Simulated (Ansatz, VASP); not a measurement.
**One calculation of ZrSe2, two programs**

```
Se Zr
1.0
     3.79800    0.00000    0.00000
    -1.89900    3.28916    0.00000
     0.00000    0.00000   27.28800
Se Zr
4 2
Direct
  0.66667 0.33333 0.33140
  0.33333 0.66667 0.44668
  0.66667 0.33333 0.55332
  0.33333 0.66667 0.66860
  0.00000 0.00000 0.38908
  0.00000 0.00000 0.61092
```

Alike in both runs: functional PBE; dispersion D3(BJ); k mesh 9 × 9 × 1; occupations gaussian, width 0.05 eV; no spin polarisation.

Ansatz relaxed the structure, and its values are those at the end. VASP's run is a single point on that final structure, the one shown.

```csv
,VASP,Ansatz
version,VASP 6.6.1,Ansatz 0.2.0
potentials or method,"VASP PAW PBE potentials, release 64 (Se, Zr_sv), cutoff 400 eV","scalar-relativistic, plane waves, PAW"
valence electrons in the cell,48,88
```

Ansatz gave:

| Quantity | Value |
| --- | --- |
| gap on the k mesh at the Fermi level (eV) | 0.47 |
| rms of the force components (eV/Å) | 0.005 |

Q: Estimate VASP's values.

A: gap on the k mesh at the Fermi level (eV): 0.47; rms of the force components (eV/Å): 0.010.

VASP's potentials hold 48 valence electrons a cell and Ansatz's 88, so a difference there can come from the potentials and not from the codes.
